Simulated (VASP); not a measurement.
# PbO2 (P4_2/mnm) in VASP: a series of runs

The runs below take PbO2 through single point, relaxation of cell and atoms, with LDA.

Program: VASP 6.6.1. These are calculated values, not measurements. Logs are shortened: lines on timing, memory, paths and dates and some standing lists are left out, and cuts for length are marked.

## (1) The cell of the first run

Symmetry: P4_2/mnm, No. 136, tetragonal system. Conventional cell: a = 4.935 Å, b = 4.935 Å, c = 3.392 Å, α = 90.00°, β = 90.00°, γ = 90.00°. Pb (site symmetry mmm) has 6 O at 2.15 to 2.16 Å within 2.8 Å. O (site symmetry m2m) has 3 Pb at 2.15 to 2.16 Å and 1 O at 2.69 Å within 2.8 Å.

## (2) Single point, LDA

INCAR reads:

```
SYSTEM = PbO2
PREC = Accurate ; ENCUT = 520
EDIFF = 1E-6 ; ISMEAR = 0
SIGMA = 0.01 ; LREAL = .False.
LASPH = .True. ; NELM = 100
ALGO = Normal ; ISIF = 2
LWAVE = .False. ; LCHARG = .True.
GGA = CA ; LELF = .True.
LVHAR = .True. ; NBANDS = 35
```

KPOINTS reads:

```
regular mesh
0
Gamma
  4 4 6
  0 0 0
```

POSCAR reads:

```
PbO2
1.0
    4.9352141067      0.0000000000      0.0000000000
    0.0000000000      4.9352141067      0.0000000000
    0.0000000000      0.0000000000      3.3919973731
Pb O
2 4
Direct
    0.0000000000      0.0000000000      0.0000000000
    0.5000000000      0.5000000000      0.5000000000
    0.3073596715      0.3073596715      0.0000000000
    0.1926403285      0.8073596715      0.5000000000
    0.6926403285      0.6926403285      0.0000000000
    0.8073596715      0.1926403285      0.5000000000
```

Potentials or basis: VASP PAW LDA potentials, release 64 (Pb_d, O).

Command:

```sh
> cat potpaw_LDA.64/Pb_d/POTCAR potpaw_LDA.64/O/POTCAR > POTCAR
> mpirun -np 1 vasp_std > vasp.out
```

OUTCAR:

```text
SYSTEM = PbO2
   PREC = Accurate
   ENCUT = 520
   EDIFF = 1E-6
   ISMEAR = 0
   LREAL = .False.
   LASPH = .True.
   NELM = 100
   ISIF = 2
   GGA = CA

 ion  position               nearest neighbor table
   1  0.000  0.000  0.000-   3 2.15   5 2.15   4 2.16   6 2.16   4 2.16   6 2.16   2 3.88   2 3.88
                             2 3.88   2 3.88   2 3.88   2 3.88   2 3.88   2 3.88
   2  0.500  0.500  0.500-   4 2.15   6 2.15   5 2.16   3 2.16   3 2.16   5 2.16   1 3.88   1 3.88
                             1 3.88   1 3.88   1 3.88   1 3.88   1 3.88   1 3.88
   3  0.307  0.307  0.000-   1 2.15   2 2.16   2 2.16
   4  0.193  0.807  0.500-   2 2.15   1 2.16   1 2.16
   5  0.693  0.693  0.000-   1 2.15   2 2.16   2 2.16
   6  0.807  0.193  0.500-   2 2.15   1 2.16   1 2.16

  LATTYP: Found a simple tetragonal cell.
 ALAT       =     4.9352141067
 C/A-ratio  =     0.6873050084

  Lattice vectors:

 A1 = (   4.9352141067,   0.0000000000,   0.0000000000)
 A2 = (   0.0000000000,   4.9352141067,   0.0000000000)
 A3 = (   0.0000000000,   0.0000000000,   3.3919973731)

Analysis of symmetry for initial positions (statically):
=====================================================================
 Subroutine PRICEL returns:
 Original cell was already a primitive cell.

 Routine SETGRP: Setting up the symmetry group for a
 simple tetragonal supercell.

 Subroutine GETGRP returns: Found 16 space group operations
 (whereof  8 operations were pure point group operations)
 out of a pool of 16 trial point group operations.

The static configuration has the point symmetry D_2h.
 The point group associated with its full space group is D_4h.

Analysis of symmetry for dynamics (positions and initial velocities):
=====================================================================
 Subroutine PRICEL returns:
 Original cell was already a primitive cell.

 Routine SETGRP: Setting up the symmetry group for a
 simple tetragonal supercell.

 Subroutine GETGRP returns: Found 16 space group operations
 (whereof  8 operations were pure point group operations)
 out of a pool of 16 trial point group operations.

The dynamic configuration has the point symmetry D_2h.
 The point group associated with its full space group is D_4h.

[... 103 lines left out ...]
   ENCUT  =  520.0 eV  38.22 Ry    6.18 a.u.   9.18  9.18  6.31*2*pi/ulx,y,z
   NELM   =    100;   NELMIN=  2; NELMDL= -5     # of ELM steps
   EDIFF  = 0.1E-05   stopping-criterion for ELM
   LREAL  =      F    real-space projection
   EDIFFG = 0.1E-04   stopping-criterion for IOM
   NSW    =      0    number of steps for IOM
   IBRION =     -1    ionic relax: 0-MD 1-quasi-New 2-CG
   NFREE  =      0    steps in history (QN), initial steepest desc. (CG)
   ISIF   =      2    stress and relaxation
   ISYM   =      2    0-nonsym 1-usesym 2-fastsym
   POTIM  = 0.5000    time-step for ionic-motion
   TEBEG  =    0.0;   TEEND  =   0.0 temperature during run
   PSTRESS=    0.0 pullay stress
   NELECT =      52.0000    total number of electrons
   NUPDOWN=      -1.0000    fix difference up-down
   EMIN   =  10.00;   EMAX   =-10.00  energy-range for DOS
   EFERMI =   0.00;   METHOD = LEGACY
   ISMEAR =     0;   SIGMA  =   0.01  broadening in eV -4-tet -1-fermi 0-gaus
   EFERMI_NEDOS =   21; number of points for ismear=-14 and -15
   IALGO  =     38    algorithm
   IMIX   =      4    mixing-type and parameters
     AMIX     =   0.40;   BMIX     =  1.00
     AMIX_MAG =   1.60;   BMIX_MAG =  1.00
  volume/ion in A,a.u.               =      13.77        92.92
  Fermi-wavevector in a.u.,A,eV,Ry     =   1.402986  2.651260 26.781309  1.968371
  Thomas-Fermi vector in A             =   2.525693
   LORBIT       =      0    0 simple, 1 ext, 2 COOP (PROOUT), +10 PAW based schemes
   GGA     = CA    functional components
   LHFCALC =     F    Hartree Fock is set to
   AEXX    =    0.0000 exact exchange contribution
   IVDW    =     0    specifies the selected vdW correction
   LEPSILON=     F    determine dielectric tensor
   LRPA    =     F    only Hartree local field effects (RPA)
 non-spin polarized calculation
 Gauss-broadening in eV      SIGMA  =   0.01
  energy-cutoff  :      520.00
  volume of cell :       82.62
 maximum number of plane-waves:      2249
 NGX is ok and might be reduce to    40
   NGX = 19   NGY = 19   NGZ = 13

 number of electron      52.0000009 magnetization

 Free energy of the ion-electron system (eV)
  ---------------------------------------------------
  ext. energy  EPLUGINS =         0.00000000
  ---------------------------------------------------
  free energy    TOTEN  =       -36.65883397 eV

  energy without entropy =      -36.65883397  energy(sigma->0) =      -36.65883397

 E-fermi :   4.1735     XC(G=0): -11.3083

 val. band max:        4.1242878669   @ k =   0.0000   0.0000   0.1667
 cond. band min:       4.3159815464   @ k =   0.0000   0.0000   0.0000
 fundamental gap:      0.1916936795
 Fermi energy:         4.1735457661

 k-point     1 :       0.0000    0.0000    0.0000
  band No.  band energies     occupation
      1     -14.0075      2.00000
      2     -13.8842      2.00000
      3     -12.0399      2.00000
      4     -12.0399      2.00000
      5     -11.3130      2.00000
      6     -11.0770      2.00000
[... 901 lines left out ...]
     34      14.0788      0.00000
     35      17.4023      0.00000

------------------------ aborting loop because EDIFF is reached ----------------------------------------

  FORCE on cell =-STRESS in cart. coord.  units (eV):
  Direction    XX          YY          ZZ          XY          YZ          ZX
  --------------------------------------------------------------------------------------
  -------------------------------------------------------------------------------------
  Total        0.1994137      0.1994137      0.3238588      0.0000000      0.0000000      0.0000000
  in kB        3.8672132      3.8672132      6.2805653      0.0000000      0.0000000      0.0000000
  external PRESSURE =       4.6716639 kB  Pullay stress =       0.0000000 kB

 VOLUME and BASIS-vectors are now :
 -----------------------------------------------------------------------------
  energy-cutoff  :      520.00
  volume of cell :       82.62
      direct lattice vectors                 reciprocal lattice vectors
     4.935214107  0.000000000  0.000000000     0.202625454  0.000000000  0.000000000
     0.000000000  4.935214107  0.000000000     0.000000000  0.202625454  0.000000000
     0.000000000  0.000000000  3.391997373     0.000000000  0.000000000  0.294811549

 POSITION                                       TOTAL-FORCE (eV/Angst)
 -----------------------------------------------------------------------------------
      0.00000      0.00000      0.00000         0.000000      0.000000      0.000000
      2.46761      2.46761      1.69600         0.000000      0.000000      0.000000
      1.51689      1.51689      0.00000        -0.008102     -0.008102     -0.000000
      0.95072      3.98449      1.69600         0.008102     -0.008102     -0.000000
      3.41833      3.41833      0.00000         0.008102      0.008102      0.000000
      3.98449      0.95072      1.69600        -0.008102      0.008102      0.000000
 -----------------------------------------------------------------------------------
    total drift:                               -0.000000      0.000000     -0.000000

  FREE ENERGIE OF THE ION-ELECTRON SYSTEM (eV)
  ---------------------------------------------------
  free  energy   TOTEN  =       -36.6588339679 eV

  energy  without entropy=      -36.6588339679  energy(sigma->0) =      -36.65883397
```

Wall time 43 s (1 thread of AMD EPYC 9R45 (Zen 5), shared host); peak memory 0.17 GiB.

What came out:

- Free energy: -36.6588 eV
- Pressure: 0.5 GPa
- Largest force: 0.011 eV/Å
- Band gap on the k mesh: 0.19 eV (least direct gap 0.69 eV)

Forces in eV/Å, atoms in the order of the input:
```
Pb   0.000  0.000  0.000
Pb   0.000  0.000  0.000
O   -0.008 -0.008  0.000
O    0.008 -0.008  0.000
O    0.008  0.008  0.000
O   -0.008  0.008  0.000
```

Stress tensor (GPa, compression positive):
```
0.39 0.00 0.00
0.00 0.39 0.00
0.00 0.00 0.63
```

Caveat: spin-orbit coupling is left out, which moves the levels of the heavy elements.

## (3) Relaxation of cell and atoms, LDA

This run uses another cell than the first one, of 13.88 Å³/atom.

INCAR reads:

```
SYSTEM = PbO2
PREC = Accurate
ENCUT = 600
EDIFF = 1E-6
ISMEAR = 0
SIGMA = 0.01
LREAL = .False.
LASPH = .True.
NELM = 100
ALGO = Normal
ISIF = 3
LWAVE = .False.
LCHARG = .False.
IBRION = 2
NSW = 80
EDIFFG = -0.02
```

KPOINTS reads:

```
Automatic mesh
0
Gamma
  4 4 6
  0 0 0
```

POSCAR reads:

```
PbO2
1.0
    4.9577000000      0.0000000000      0.0000000000
    0.0000000000      4.9577000000      0.0000000000
    0.0000000000      0.0000000000      3.3879000000
Pb O
2 4
Direct
    0.0000000000      0.0000000000      0.0000000000
    0.5000000000      0.5000000000      0.5000000000
    0.3072000000      0.3072000000      0.0000000000
    0.1928000000      0.8072000000      0.5000000000
    0.6928000000      0.6928000000      0.0000000000
    0.8072000000      0.1928000000      0.5000000000
```

Potentials or basis: VASP PAW LDA potentials, release 64 (Pb_d, O).

Command:

```sh
> cat potpaw_LDA.64/Pb_d/POTCAR potpaw_LDA.64/O/POTCAR > POTCAR
> mpirun -np 1 vasp_std > vasp.out
```

Run time: 1.9 min. Hardware: 1 thread of AMD EPYC 9R45 (Zen 5), shared host; peak memory 0.18 GiB.

Results (log left out):

```yaml
Free_energy: -36.6691 eV
Relaxed_volume: 13.79 Å³/atom
Relaxed_cell: a = 4.936 Å, b = 4.936 Å, c = 3.396 Å, α = 90.00°, β = 90.00°, γ = 90.00°
Space_group_after_relaxing_to_0.1_Å: P4_2/mnm (No. 136)
Energy_gained_by_relaxing: 0.3 meV/atom
Ionic_steps: 5
Pressure_after_relaxing: 0.0 GPa
Largest_force_after_relaxing: 0.008 eV/Å
Band_gap_on_the_k_mesh: 0.19 eV (least direct gap 0.70 eV)
```

Forces in eV/Å, atoms in the order of the input:
```
Pb   0.000  0.000  0.000
Pb   0.000  0.000  0.000
O    0.006  0.006  0.000
O   -0.006  0.006  0.000
O   -0.006 -0.006  0.000
O    0.006 -0.006  0.000
```

The path:
| step | energy change (eV) | largest force (eV/Å) | pressure (GPa) | volume (Å³) |
| --- | --- | --- | --- | --- |
| 1 | 0.0000 | 0.0139 | -0.75 | 83.27 |
| 2 | -0.0007 | 0.0163 | 0.66 | 82.49 |
| 3 | -0.0012 | 0.0036 | 0.11 | 82.80 |
| 4 | -0.0017 | 0.0023 | 0.05 | 82.77 |
| 5 | -0.0018 | 0.0081 | 0.01 | 82.74 |

Final structure:
```yaml
crystal:
  lattice:
    - [4.93581, 0.00000, 0.00000]
    - [0.00000, 4.93581, 0.00000]
    - [0.00000, 0.00000, 3.39622]
  atoms:
    - { symbol: Pb, position: [0.00000, 0.00000, 0.00000] }
    - { symbol: Pb, position: [0.50000, 0.50000, 0.50000] }
    - { symbol: O, position: [0.30724, 0.30724, 0.00000] }
    - { symbol: O, position: [0.19276, 0.80724, 0.50000] }
    - { symbol: O, position: [0.69276, 0.69276, 0.00000] }
    - { symbol: O, position: [0.80724, 0.19276, 0.50000] }
```

Levels at points of the mesh, in eV from the valence-band top:
| k point | band 23 | band 24 | band 25 | band 26 | band 27 | band 28 | band 29 | band 30 |
| --- | --- | --- | --- | --- | --- | --- | --- | --- |
| (0.00, 0.00, 0.00) | -0.53 | -0.53 | -0.51 | -0.51 | 0.19 | 4.43 | 5.83 | 5.83 |
| (0.50, 0.00, 0.00) | -0.56 | -0.56 | -0.29 | -0.29 | 2.68 | 2.68 | 6.44 | 6.44 |
| (0.50, 0.50, 0.00) | -0.57 | -0.57 | -0.38 | -0.38 | 3.07 | 3.07 | 6.80 | 6.80 |
| (0.00, 0.00, 0.50) | -1.09 | -1.09 | -0.71 | -0.71 | 3.99 | 3.99 | 8.95 | 8.95 |
| (0.50, 0.00, 0.50) | -0.72 | -0.72 | -0.07 | -0.07 | 4.32 | 4.32 | 7.44 | 7.44 |
| (0.50, 0.50, 0.50) | -0.60 | -0.60 | -0.43 | -0.43 | 3.02 | 3.02 | 8.30 | 8.30 |

Caveat: spin-orbit coupling is left out, which moves the levels of the heavy elements. Zero-point motion and thermal expansion aren't in these numbers.
